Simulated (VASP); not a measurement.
Ta4S, 5 atoms in the cell. The cell holds a slab with vacuum, 5 atoms: a = 3.253 Å, b = 3.253 Å, c = 20.213 Å, α = 90.00°, β = 90.00°, γ = 90.00°. 

| Item | Value |
| --- | --- |
| Program | VASP 6.6.1 |
| Task | single point |
| Functional | LDA |
| Potentials or basis | VASP PAW LDA potentials, release 64 (Ta_pv, S) |
| Cutoff | 520 eV |
| k mesh | 8 × 8 × 1 |
| Occupations | gaussian, width 0.1 eV |
| Spin | no spin polarisation |
| Dipole correction | yes |
| Further INCAR settings | ALGO = Normal; EDIFF = 1e-07; NBANDS = 33 |

Potentials or basis: VASP PAW LDA potentials, release 64 (Ta_pv, S).

Command:

```sh
$ cat potpaw_LDA.64/Ta_pv/POTCAR potpaw_LDA.64/S/POTCAR > POTCAR
$ mpirun -np 1 vasp_std > vasp.out
```

Hardware: 1 thread of Intel(R) Xeon(R) Platinum 8375C CPU @ 2.90GHz (Ice Lake) (shared host).

Task: Estimate the wall time of this run.

Result: Wall time 5.2 min on 1 thread of Intel(R) Xeon(R) Platinum 8375C CPU @ 2.90GHz (Ice Lake) (shared host), peak memory 0.31 GiB. Counts: scf iterations 32, k points 25.
